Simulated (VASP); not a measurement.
# Fe (I4/mmm) in VASP: a series of runs

Fe is run at these levels: PBEsol; tasks: single point.

All numbers are computed with VASP 6.6.1; they aren't measurements. Logs are shortened: lines on timing, memory, paths and dates and some standing lists are left out, and cuts for length are marked.

## 1. The cell of the first run

The structure is tetragonal, space group I4/mmm (No. 139). Conventional cell: a = 2.878 Å, b = 2.878 Å, c = 2.763 Å, α = 90.00°, β = 90.00°, γ = 90.00°. Fe (site symmetry 4/mmm) has 14 Fe at 2.46 to 2.88 Å within 3.2 Å.

## 2. Single point, PBEsol, collinear spin, ferromagnetic start (strain +0.000 along x and y, -0.040 along z)

INCAR

```
ALGO = Fast
EDIFF = 1E-6
ENCUT = 520
GGA = PS
ISIF = 2
ISMEAR = 0
ISPIN = 2
LASPH = True
LCHARG = False
LMAXMIX = 4
LORBIT = 11
LREAL = False
LWAVE = False
MAGMOM = 2.64
NBANDS = 14
NELM = 150
PREC = Accurate
SIGMA = 0.15
```

KPOINTS

```
k-points
0
Gamma
  24 24 24
```

POSCAR

```
Fe
1.0
   -1.4390000000      1.4390000000      1.3814400000
    1.4390000000     -1.4390000000      1.3814400000
    1.4390000000      1.4390000000     -1.3814400000
Fe
1
Direct
    0.0000000000      0.0000000000      0.0000000000
```

Potentials or basis: VASP PAW PBE potentials, release 64 (Fe).

Command:

```
> cat potpaw_PBE.64/Fe/POTCAR > POTCAR
> mpirun -np 1 vasp_std > vasp.out
```

OUTCAR:

```text
EDIFF = 1E-6
   ENCUT = 520
   GGA = PS
   ISIF = 2
   ISMEAR = 0
   ISPIN = 2
   LASPH = True
   LORBIT = 11
   LREAL = False
   NELM = 150
   PREC = Accurate

 ion  position               nearest neighbor table
   1  0.000  0.000  0.000-

  LATTYP: Found a body centered tetragonal cell.
 ALAT       =     2.8780000000
 C/A-ratio  =     0.9600000000

  Lattice vectors:

 A1 = (  -1.4390000000,   1.4390000000,   1.3814400000)
 A2 = (   1.4390000000,  -1.4390000000,   1.3814400000)
 A3 = (   1.4390000000,   1.4390000000,  -1.3814400000)

Analysis of symmetry for initial positions (statically):
=====================================================================
 Subroutine PRICEL returns:
 Original cell was already a primitive cell.

 Routine SETGRP: Setting up the symmetry group for a
 body centered tetragonal supercell.

 Subroutine GETGRP returns: Found 16 space group operations
 (whereof 16 operations were pure point group operations)
 out of a pool of 16 trial point group operations.

The static configuration has the point symmetry D_4h.

Analysis of symmetry for dynamics (positions and initial velocities):
=====================================================================
 Subroutine PRICEL returns:
 Original cell was already a primitive cell.

 Routine SETGRP: Setting up the symmetry group for a
 body centered tetragonal supercell.

 Subroutine GETGRP returns: Found 16 space group operations
 (whereof 16 operations were pure point group operations)
 out of a pool of 16 trial point group operations.

The dynamic configuration has the point symmetry D_4h.

Analysis of structural, dynamic, and magnetic symmetry:
=====================================================================
 Subroutine PRICEL returns:
 Original cell was already a primitive cell.

 Routine SETGRP: Setting up the symmetry group for a
 body centered tetragonal supercell.

 Subroutine GETGRP returns: Found 16 space group operations
 (whereof 16 operations were pure point group operations)
 out of a pool of 16 trial point group operations.

The overall configuration has the point symmetry D_4h.

 Subroutine INISYM returns: Found 16 space group operations
 (whereof 16 operations are pure point group operations),
 and found     1 'primitive' translations

----------------------------------------------------------------------------------------

                                     Primitive cell

  volume of cell :      11.4423

  direct lattice vectors                    reciprocal lattice vectors
    -1.439000000  1.439000000  1.381440000     0.000000000  0.347463516  0.361941163
[... 127 lines left out ...]
  ext. energy  EPLUGINS =         0.00000000
  ---------------------------------------------------
  free energy    TOTEN  =        -8.89661886 eV

  energy without entropy =       -8.88489913  energy(sigma->0) =       -8.89075899

 E-fermi :   5.5980     XC(G=0): -13.2363

 val. band max:        5.5972000063   @ k =  -0.4167   0.4583   0.2917
 cond. band min:       5.5980850211   @ k =   0.4583   0.0417  -0.0000
 fundamental gap:      0.0008850147
 Fermi energy:         5.5980399744

 spin component 1

 k-point     1 :       0.0000    0.0000    0.0000
  band No.  band energies     occupation
      1      -2.8837      1.00000
      2       3.1465      1.00000
      3       3.3742      1.00000
      4       3.3742      1.00000
      5       4.4234      1.00000
      6       4.6421      1.00000
      7      30.1152      0.00000
      8      30.1152      0.00000
      9      31.1116      0.00000
     10      35.2036      0.00000
     11      35.8552      0.00000
     12      36.8225      0.00000
     13      37.7120      0.00000
     14      37.7120      0.00000
[... 379 lines left out ...]
      3       4.5201      1.00000
      4       4.8175      1.00000
      5       5.5981      0.49983
      6       6.5887      0.00000
      7      13.1090      0.00000
      8      23.2639      0.00000
      9      24.9048      0.00000
     10      28.9766      0.00000
     11      32.7529      0.00000
     12      39.6826      0.00000
     13      44.8527      0.00000
     14      46.4483      0.00000

 [... further k-points ...]

 spin component 2

 k-point     1 :       0.0000    0.0000    0.0000
  band No.  band energies     occupation
      1      -2.6269      1.00000
      2       5.0398      1.00000
      3       5.3466      0.99113
      4       5.3466      0.99113
      5       7.0140      0.00000
      6       7.3428      0.00000
      7      30.0216      0.00000
      8      30.0216      0.00000
      9      31.0225      0.00000
     10      35.5606      0.00000
     11      36.0876      0.00000
     12      37.5524      0.00000
     13      38.7730      0.00000
     14      38.7730      0.00000
[... 379 lines left out ...]
      3       6.1396      0.00000
      4       7.1291      0.00000
      5       7.5986      0.00000
      6       8.3427      0.00000
      7      14.4872      0.00000
      8      23.4923      0.00000
      9      25.4992      0.00000
     10      29.5735      0.00000
     11      33.4705      0.00000
     12      39.8871      0.00000
     13      45.1143      0.00000
     14      47.2013      0.00000

 [... further k-points ...]

------------------------ aborting loop because EDIFF is reached ----------------------------------------

  FORCE on cell =-STRESS in cart. coord.  units (eV):
  Direction    XX          YY          ZZ          XY          YZ          ZX
  --------------------------------------------------------------------------------------
  -------------------------------------------------------------------------------------
  Total       -0.8906095     -0.8906095     -0.5050075      0.0000000      0.0000000      0.0000000
  in kB     -124.7051185   -124.7051185    -70.7122687      0.0000000      0.0000000      0.0000000
  external PRESSURE =    -106.7075019 kB  Pullay stress =       0.0000000 kB

 VOLUME and BASIS-vectors are now :
 -----------------------------------------------------------------------------
  energy-cutoff  :      520.00
  volume of cell :       11.44
      direct lattice vectors                 reciprocal lattice vectors
    -1.439000000  1.439000000  1.381440000     0.000000000  0.347463516  0.361941163
     1.439000000 -1.439000000  1.381440000     0.347463516  0.000000000  0.361941163
     1.439000000  1.439000000 -1.381440000     0.347463516  0.347463516  0.000000000

 POSITION                                       TOTAL-FORCE (eV/Angst)
 -----------------------------------------------------------------------------------
      0.00000      0.00000      0.00000        -0.000000     -0.000000      0.000000
 -----------------------------------------------------------------------------------
    total drift:                                0.000000     -0.000000      0.000000

  FREE ENERGIE OF THE ION-ELECTRON SYSTEM (eV)
  ---------------------------------------------------
  free  energy   TOTEN  =        -8.8966188587 eV

  energy  without entropy=       -8.8848991274  energy(sigma->0) =       -8.89075899

 total charge

# of ion       s       p       d       tot
------------------------------------------
    1        0.487   0.538   6.233   7.258

 magnetization (x)

# of ion       s       p       d       tot
------------------------------------------
    1       -0.013  -0.050   2.257   2.194
```

stdout:

```text
POSCAR found type information on POSCAR Fe
 POSCAR found :  1 types and       1 ions
 scaLAPACK will be used
 -----------------------------------------------------------------------------
|                                                                             |
|                                                                             |
|     You enforced a specific xc type in the INCAR file but a different       |
[... 20 lines left out ...]
WARNING in EDDRMM: call to ZHEGV failed, returncode =   6  3     13
WARNING in EDDRMM: call to ZHEGV failed, returncode =   8  4     12
WARNING in EDDRMM: call to ZHEGV failed, returncode =   6  3     11
WARNING in EDDRMM: call to ZHEGV failed, returncode =   8  4     12
WARNING in EDDRMM: call to ZHEGV failed, returncode =   8  4     13
WARNING in EDDRMM: call to ZHEGV failed, returncode =   6  3     13
WARNING in EDDRMM: call to ZHEGV failed, returncode =   6  3     12
```

It took 5.9 min on 1 thread of Oxide Virtual Turin-like, shared host; peak memory 0.31 GiB.

Results:

```yaml
Free_energy: -8.8966 eV
Pressure: -10.7 GPa
Net_moment: 2.20 μB per cell
Site_moments: Fe +2.19 μB
Valence_electrons_inside_the_program's_atomic_spheres: Fe 7.26
```

Stress tensor (GPa, compression positive):
```
-12.47   0.00   0.00
  0.00 -12.47   0.00
  0.00   0.00  -7.07
```

Caveat: the cell differs from its parent crystal (strain +0.000 along x and y, -0.040 along z); the stress differs along the axes, from -12 to -7 GPa; the PAW data sets were made with another functional, which shifts forces and pressure a little.

## 3. Single point, PBEsol, collinear spin, ferromagnetic start (strain -0.040 along x and y, -0.080 along z)

INCAR

```
SYSTEM = Fe
PREC = Accurate
ENCUT = 520
EDIFF = 1E-6
ISMEAR = 0
SIGMA = 0.15
LREAL = .False.
LASPH = .True.
NELM = 150
ALGO = Normal
ISIF = 2
LWAVE = .False.
LCHARG = .False.
ISPIN = 2
MAGMOM = 2.64
LORBIT = 11
LMAXMIX = 4
GGA = PS
NBANDS = 14
```

KPOINTS

```
Automatic mesh
0
Gamma
  24 24 24
  0 0 0
```

POSCAR

```
Fe
1.0
   -1.3814400000      1.3814400000      1.3238800000
    1.3814400000     -1.3814400000      1.3238800000
    1.3814400000      1.3814400000     -1.3238800000
Fe
1
Direct
    0.0000000000      0.0000000000      0.0000000000
```

Potentials or basis: VASP PAW PBE potentials, release 64 (Fe).

Command:

```
> cat potpaw_PBE.64/Fe/POTCAR > POTCAR
> mpirun -np 1 vasp_std > vasp.out
```

Wall time 3 min (1 thread of Oxide Virtual Turin-like, shared host); peak memory 0.28 GiB.

It converged, with:

| Property | Result |
| --- | --- |
| Free energy | -8.8792 eV |
| Pressure | 18.2 GPa |
| Band gap on the k mesh | zero (filled and empty bands overlap) |
| Net moment | 1.99 μB per cell |
| Site moments | Fe +1.97 μB |
| Valence electrons inside the program's atomic spheres | Fe 7.55 |

Stress tensor (GPa, compression positive):
```
15.39  0.00  0.00
 0.00 15.39  0.00
 0.00  0.00 23.71
```

Levels at points of the mesh, in eV from the Fermi level:
Spin up:
| k point | band 1 | band 2 | band 3 | band 4 | band 5 | band 6 | band 7 | band 8 | band 9 | band 10 |
| --- | --- | --- | --- | --- | --- | --- | --- | --- | --- | --- |
| (0.00, 0.00, 0.00) | -9.31 | -2.80 | -2.51 | -2.51 | -1.25 | -0.97 | 25.62 | 25.62 | 26.74 | 31.62 |
| (0.50, 0.00, 0.00) | -5.71 | -4.04 | -1.05 | -0.67 | 0.47 | 0.63 | 8.55 | 18.91 | 21.50 | 24.85 |
| (0.50, 0.50, 0.00) | -5.68 | -3.68 | -1.23 | -0.97 | 0.07 | 0.58 | 8.07 | 19.83 | 23.00 | 25.84 |
| (0.50, 0.50, 0.50) | -5.73 | -5.61 | 0.26 | 0.26 | 0.36 | 10.05 | 10.05 | 11.85 | 16.33 | 17.24 |
Spin down:
| k point | band 1 | band 2 | band 3 | band 4 | band 5 | band 6 | band 7 |
| --- | --- | --- | --- | --- | --- | --- | --- |
| (0.00, 0.00, 0.00) | -9.03 | -1.14 | -0.76 | -0.76 | 1.16 | 1.56 | 25.59 |
| (0.50, 0.00, 0.00) | -4.51 | -2.53 | 0.74 | 1.32 | 1.80 | 2.62 | 9.86 |
| (0.50, 0.50, 0.00) | -4.51 | -2.10 | 0.32 | 0.99 | 1.59 | 2.60 | 9.38 |
| (0.50, 0.50, 0.50) | -4.09 | -3.97 | 2.25 | 2.25 | 2.30 | 10.42 | 10.42 |

Caveat: the cell differs from its parent crystal (strain -0.040 along x and y, -0.080 along z); the stress differs along the axes, from 15 to 24 GPa; the PAW data sets were made with another functional, which shifts forces and pressure a little.

## 4. Single point, PBEsol, collinear spin, ferromagnetic start (strain +0.040 along x and y, +0.000 along z)

INCAR

```
SYSTEM = Fe
PREC = Accurate ; ENCUT = 520
EDIFF = 1E-7 ; ISMEAR = 0
SIGMA = 0.15 ; LREAL = .False.
LASPH = .True. ; NELM = 150
ALGO = Normal ; ISIF = 2
LWAVE = .False. ; LCHARG = .True.
ISPIN = 2 ; MAGMOM = 2.64
LORBIT = 11 ; LMAXMIX = 4
GGA = PS ; LELF = .True.
LVHAR = .True. ; NBANDS = 14
```

KPOINTS

```
regular mesh
0
Gamma
  24 24 24
  0 0 0
```

POSCAR

```
Fe
1.0
   -1.4965600000      1.4965600000      1.4390000000
    1.4965600000     -1.4965600000      1.4390000000
    1.4965600000      1.4965600000     -1.4390000000
Fe
1
Direct
    0.0000000000      0.0000000000      0.0000000000
```

Potentials or basis: VASP PAW PBE potentials, release 64 (Fe).

Command:

```
> cat potpaw_PBE.64/Fe/POTCAR > POTCAR
> mpirun -np 1 vasp_std > vasp.out
```

OUTCAR:

```text
SYSTEM = Fe
   PREC = Accurate
   ENCUT = 520
   EDIFF = 1E-7
   ISMEAR = 0
   LREAL = .False.
   LASPH = .True.
   NELM = 150
   ISIF = 2
   ISPIN = 2
   LORBIT = 11
   GGA = PS

 ion  position               nearest neighbor table
   1  0.000  0.000  0.000-

  LATTYP: Found a body centered tetragonal cell.
 ALAT       =     2.9931200000
 C/A-ratio  =     0.9615384615

  Lattice vectors:

 A1 = (  -1.4965600000,   1.4965600000,   1.4390000000)
[... 1025 lines left out ...]
  -------------------------------------------------------------------------------------
  Total       -1.8060943     -1.8060943     -1.6615943      0.0000000      0.0000000      0.0000000
  in kB     -224.4615515   -224.4615515   -206.5030732      0.0000000      0.0000000      0.0000000
  external PRESSURE =    -218.4753921 kB  Pullay stress =       0.0000000 kB

 VOLUME and BASIS-vectors are now :
 -----------------------------------------------------------------------------
  energy-cutoff  :      520.00
  volume of cell :       12.89
      direct lattice vectors                 reciprocal lattice vectors
    -1.496560000  1.496560000  1.439000000     0.000000000  0.334099535  0.347463516
     1.496560000 -1.496560000  1.439000000     0.334099535  0.000000000  0.347463516
     1.496560000  1.496560000 -1.439000000     0.334099535  0.334099535  0.000000000

 POSITION                                       TOTAL-FORCE (eV/Angst)
 -----------------------------------------------------------------------------------
      0.00000      0.00000      0.00000        -0.000000     -0.000000     -0.000000
 -----------------------------------------------------------------------------------
    total drift:                                0.000000     -0.000000      0.000000

  FREE ENERGIE OF THE ION-ELECTRON SYSTEM (eV)
  ---------------------------------------------------
  free  energy   TOTEN  =        -8.7382656856 eV

  energy  without entropy=       -8.7264892703  energy(sigma->0) =       -8.73237748

 total charge

# of ion       s       p       d       tot
------------------------------------------
    1        0.442   0.441   6.157   7.040

 magnetization (x)

# of ion       s       p       d       tot
------------------------------------------
    1       -0.015  -0.050   2.611   2.546
```

Wall time 8 min (1 thread of Oxide Virtual Turin-like, shared host); peak memory 0.34 GiB.

Results:

```yaml
Free_energy: -8.7383 eV
Pressure: -21.8 GPa
Net_moment: 2.54 μB per cell
Site_moments: Fe +2.55 μB
Valence_electrons_inside_the_program's_atomic_spheres: Fe 7.04
```

Levels at points of the mesh, in eV from the Fermi level:
Spin up:
```csv
k point,band 1,band 2,band 3,band 4,band 5,band 6,band 7,band 8,band 9,band 10
"(0.00, 0.00, 0.00)",-7.84,-2.31,-2.15,-2.15,-1.23,-1.04,23.35,23.35,24.24,27.70
"(0.50, 0.00, 0.00)",-4.41,-3.17,-1.12,-0.88,0.03,0.55,6.31,16.90,17.81,21.28
"(0.50, 0.50, 0.00)",-4.40,-2.95,-1.23,-1.05,-0.02,0.26,5.91,17.78,18.94,22.11
"(0.50, 0.50, 0.50)",-4.26,-4.20,-0.24,-0.24,-0.14,8.49,8.49,9.90,13.96,14.59
```
Spin down:
| k point | band 1 | band 2 | band 3 | band 4 | band 5 | band 6 | band 7 |
| --- | --- | --- | --- | --- | --- | --- | --- |
| (0.00, 0.00, 0.00) | -7.58 | -0.06 | 0.20 | 0.20 | 1.59 | 1.89 | 23.20 |
| (0.50, 0.00, 0.00) | -2.89 | -1.09 | 0.74 | 1.70 | 2.02 | 2.67 | 7.90 |
| (0.50, 0.50, 0.00) | -2.94 | -0.80 | 0.44 | 1.46 | 1.91 | 2.66 | 7.52 |
| (0.50, 0.50, 0.50) | -2.29 | -2.23 | 2.41 | 2.41 | 2.44 | 8.87 | 8.87 |

Caveat: the cell differs from its parent crystal (strain +0.040 along x and y, +0.000 along z); the cell stands under tension; the PAW data sets were made with another functional, which shifts forces and pressure a little.

## 5. The runs side by side

```tsv
cell	gap on the mesh (eV)	pressure (GPa)	moment (μB)
a = 2.460 Å, angles 108.4, 108.4, 111.7°, 1 atom	none	-10.7	2.20
a = 2.360 Å, angles 108.3, 108.3, 111.8°, 1 atom	none	18.2	1.99
a = 2.559 Å, angles 108.4, 108.4, 111.6°, 1 atom	none	-21.8	2.54
```

Alike in all rows: task single point; level PBEsol; potentials or basis VASP PAW PBE potentials, release 64 (Fe); spin collinear, ferromagnetic start; k mesh 24 × 24 × 24; cutoff (eV) 520; smearing gaussian 0.15 eV.

Caveats: the PAW data sets were made with another functional, which shifts forces and pressure a little; the stress differs along the axes, from -12 to -7 GPa (at least some runs); the stress differs along the axes, from 15 to 24 GPa (at least some runs); the cell stands under tension (at least some runs).

Absolute energies hang on the potentials; compare differences alone.
